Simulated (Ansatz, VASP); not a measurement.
Te2Mo: VASP beside Ansatz

```
Te Mo
1.0
     3.49418    0.00000    0.00000
    -1.74709    3.02605    0.00000
     0.00000    0.00000   14.00563
Te Mo
4 2
Direct
  0.33333 0.66667 0.62112
  0.66667 0.33333 0.12112
  0.66667 0.33333 0.37888
  0.33333 0.66667 0.87888
  0.33333 0.66667 0.25000
  0.66667 0.33333 0.75000
```

Alike in both runs: task single point; functional PBEsol; k mesh 12 × 12 × 2; occupations gaussian, width 0.02 eV; no spin polarisation.

```csv
,VASP,Ansatz
version,VASP 6.6.1,Ansatz 0.2.0
potentials or method,"VASP PAW PBE potentials, release 64 (Te, Mo_sv), cutoff 520 eV","scalar-relativistic, plane waves, PAW"
valence electrons in the cell,52,92
```

Ansatz gave:

```
gap on the k mesh at the Fermi level (eV)                     : 0.77
least direct gap on the mesh (eV)                             : 1.09
pressure (GPa)                                                : 0.0
traceless stress, the component that is largest in VASP (GPa) : 0.02
rms of the force components (eV/Å)                            : 0.001
```

**Question.** What did VASP give for the same quantities?

**Answer.** gap on the k mesh at the Fermi level (eV): 0.77; least direct gap on the mesh (eV): 1.09; pressure (GPa): 0.1; traceless stress, the component that is largest in VASP (GPa): 0.09; rms of the force components (eV/Å): 0.015.

VASP's potentials were made for PBE, not for PBEsol. Atom by atom the forces differ by 0.014 eV/Å (rms over components). With one functional, cell and mesh, what is left measures potentials, basis and numerics. VASP's potentials hold 52 valence electrons a cell and Ansatz's 92, so a difference there can come from the potentials and not from the codes.

Spin-orbit coupling is off throughout.
